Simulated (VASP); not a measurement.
# MgSe (Fm-3m) in VASP: settings compared, part 2 of 2

VASP 6.6.1. The steps go on from the part before.

**3. Single point, PBE**

This run uses another cell than the first one, of 19.44 Å³/atom, 0.923 times its volume.

Input file INCAR:

```
PREC = Accurate
ENCUT = 600
EDIFF = 1E-6
ISMEAR = -1
SIGMA = 0.02
LREAL = False
LASPH = True
NELM = 120
ALGO = Normal
ISIF = 2
LWAVE = False
LCHARG = False
GGA = PE
NBANDS = 11
GGA_COMPAT = False
```

Input file KPOINTS:

```
Automatic mesh
0
Gamma
  12 12 12
```

Input file POSCAR:

```
MgSe
1.0
    0.0000000000      2.6886644034      2.6886644034
    2.6886644034      0.0000000000      2.6886644034
    2.6886644034      2.6886644034      0.0000000000
Mg Se
1 1
Direct
    0.0000000000      0.0000000000      0.0000000000
    0.5000000000      0.5000000000      0.5000000000
```

Potentials or basis: VASP PAW PBE potentials, release 64 (Mg, Se).

On the command line:

```
cat potpaw_PBE.64/Mg/POTCAR potpaw_PBE.64/Se/POTCAR > POTCAR
mpirun -np 1 vasp_std > vasp.out
```

It took 49 s on 1 thread of AMD EPYC 7R43 (Zen 3), shared host; peak memory 0.16 GiB.

The run converged. Its results:

```
Free energy            : -7.4499 eV
Pressure               : 5.0 GPa
Band gap on the k mesh : 1.87 eV, indirect (least direct gap 2.88 eV)
```

Levels at points of the mesh, in eV from the valence-band top:
```
           k point  band 1  band 2  band 3  band 4  band 5  band 6  band 7  band 8  band 9
(0.00, 0.00, 0.00)  -13.18    0.00    0.00    0.00    2.88    7.39    7.39    7.39   10.04
(0.50, 0.00, 0.00)  -11.96   -5.18   -0.63   -0.63    3.88    6.15    6.15    8.94   11.75
(0.50, 0.50, 0.00)  -11.60   -4.49   -1.89   -1.89    1.87    3.84   12.16   12.57   12.57
```

A k mesh can miss the band edges. PBE gaps usually lie below the measured ones, often by a third to a half.

**4. Single point, LDA**

This run uses another cell than the first one, of 20.25 Å³/atom, 0.962 times its volume.

Input file INCAR:

```
SYSTEM = MgSe
  PREC = Accurate
  ENCUT = 600
  EDIFF = 1E-6
  ISMEAR = -1
  SIGMA = 0.02
  LREAL = .False.
  LASPH = .True.
  NELM = 120
  ALGO = Normal
  ISIF = 2
  LWAVE = .False.
  LCHARG = .False.
  NBANDS = 11
  GGA_COMPAT = .False.
```

Input file KPOINTS:

```
regular mesh
0
Gamma
  8 8 8
  0 0 0
```

Input file POSCAR:

```
MgSe
1.0
    0.0000000000      2.7255000000      2.7255000000
    2.7255000000      0.0000000000      2.7255000000
    2.7255000000      2.7255000000      0.0000000000
Mg Se
1 1
Direct
    0.0000000000      0.0000000000      0.0000000000
    0.5000000000      0.5000000000      0.5000000000
```

Potentials or basis: VASP PAW LDA potentials, release 64 (Mg, Se).

On the command line:

```
cat potpaw_LDA.64/Mg/POTCAR potpaw_LDA.64/Se/POTCAR > POTCAR
mpirun -np 1 vasp_std > vasp.out
```

OUTCAR:

```text
SYSTEM = MgSe
   PREC = Accurate
   ENCUT = 600
   EDIFF = 1E-6
   ISMEAR = -1
   LREAL = .False.
   LASPH = .True.
   NELM = 120
   ISIF = 2

 ion  position               nearest neighbor table
   1  0.000  0.000  0.000-   2 2.73   2 2.73   2 2.73   2 2.73   2 2.73   2 2.73
   2  0.500  0.500  0.500-   1 2.73   1 2.73   1 2.73   1 2.73   1 2.73   1 2.73

  LATTYP: Found a face centered cubic cell.
 ALAT       =     5.4510000000

  Lattice vectors:

 A1 = (   0.0000000000,   2.7255000000,   2.7255000000)
 A2 = (   2.7255000000,   0.0000000000,   2.7255000000)
 A3 = (   2.7255000000,   2.7255000000,   0.0000000000)

Analysis of symmetry for initial positions (statically):
=====================================================================
 Subroutine PRICEL returns:
 Original cell was already a primitive cell.

 Routine SETGRP: Setting up the symmetry group for a
 face centered cubic supercell.

 Subroutine GETGRP returns: Found 48 space group operations
 (whereof 48 operations were pure point group operations)
 out of a pool of 48 trial point group operations.

The static configuration has the point symmetry O_h .

Analysis of symmetry for dynamics (positions and initial velocities):
[... 163 lines left out ...]
 Fermi energy:         3.5843088704

 k-point     1 :       0.0000    0.0000    0.0000
  band No.  band energies     occupation
      1      -9.7997      2.00000
      2       3.1691      2.00000
      3       3.1691      2.00000
      4       3.1691      2.00000
      5       5.5685      0.00000
      6      10.5293      0.00000
      7      10.5293      0.00000
      8      10.5293      0.00000
      9      13.1081      0.00000
     10      13.1081      0.00000
     11      14.0513      0.00000
[... 309 lines left out ...]
 k-point    24 :      -0.3750    0.2500    0.1250
  band No.  band energies     occupation
      1      -8.5081      2.00000
      2      -1.3012      2.00000
      3       0.9227      2.00000
      4       1.9434      2.00000
      5       7.7889      0.00000
      6       8.4819      0.00000
      7      10.8265      0.00000
      8      12.1547      0.00000
      9      14.1274      0.00000
     10      14.7326      0.00000
     11      17.1561      0.00000

 [... further k-points ...]
[... 5 lines left out ...]
  --------------------------------------------------------------------------------------
  -------------------------------------------------------------------------------------
  Total       -0.6135157     -0.6135157     -0.6135157      0.0000000      0.0000000     -0.0000000
  in kB      -24.2754739    -24.2754739    -24.2754739      0.0000000      0.0000000     -0.0000000
  external PRESSURE =     -24.2754739 kB  Pullay stress =       0.0000000 kB

 VOLUME and BASIS-vectors are now :
 -----------------------------------------------------------------------------
  energy-cutoff  :      600.00
  volume of cell :       40.49
      direct lattice vectors                 reciprocal lattice vectors
     0.000000000  2.725500000  2.725500000    -0.183452578  0.183452578  0.183452578
     2.725500000  0.000000000  2.725500000     0.183452578 -0.183452578  0.183452578
     2.725500000  2.725500000  0.000000000     0.183452578  0.183452578 -0.183452578

 POSITION                                       TOTAL-FORCE (eV/Angst)
 -----------------------------------------------------------------------------------
      0.00000      0.00000      0.00000         0.000000      0.000000     -0.000000
      2.72550      2.72550      2.72550        -0.000000     -0.000000      0.000000
 -----------------------------------------------------------------------------------
    total drift:                               -0.000000     -0.000000      0.000000

  FREE ENERGIE OF THE ION-ELECTRON SYSTEM (eV)
  ---------------------------------------------------
  free  energy   TOTEN  =        -8.5899293423 eV

  energy  without entropy=       -8.5899293422  energy(sigma->0) =       -8.58992934
```

Wall time 9.9 s (1 thread of Intel Xeon Platinum 8488C (Sapphire Rapids), shared host); peak memory 0.16 GiB.

What came out:

* Free energy: -8.5899 eV
* Pressure: -2.4 GPa
* Band gap on the k mesh: 1.65 eV, indirect (least direct gap 2.40 eV)

Levels at points of the mesh, in eV from the valence-band top:
| k point | band 1 | band 2 | band 3 | band 4 | band 5 | band 6 | band 7 | band 8 |
| --- | --- | --- | --- | --- | --- | --- | --- | --- |
| (0.00, 0.00, 0.00) | -12.97 | 0.00 | 0.00 | 0.00 | 2.40 | 7.36 | 7.36 | 7.36 |
| (0.50, 0.00, 0.00) | -11.85 | -4.99 | -0.58 | -0.58 | 3.71 | 6.00 | 6.00 | 8.42 |
| (0.50, 0.50, 0.00) | -11.53 | -4.29 | -1.80 | -1.80 | 1.65 | 3.89 | 11.59 | 11.98 |

A k mesh can miss the band edges.

**5. Overview**

| level | potentials or basis | cell | k mesh | gap on the mesh (eV) | pressure (GPa) |
| --- | --- | --- | --- | --- | --- |
| PBE | VASP PAW PBE potentials, release 64 (Mg, Se) | a = 3.905 Å, angles 60.0°, 2 atoms | 8 × 8 × 8 | 1.74 | -0.6 |
| PBE | VASP PAW PBE potentials, release 64 (Mg, Se) | a = 3.802 Å, angles 60.0°, 2 atoms | 12 × 12 × 12 | 1.87 | 5.0 |
| LDA | VASP PAW LDA potentials, release 64 (Mg, Se) | a = 3.854 Å, angles 60.0°, 2 atoms | 8 × 8 × 8 | 1.65 | -2.4 |

Alike in all rows: task single point; no spin polarisation; cutoff (eV) 600; smearing fermi-dirac 0.02 eV.

Absolute energies hang on the potentials; compare differences alone.
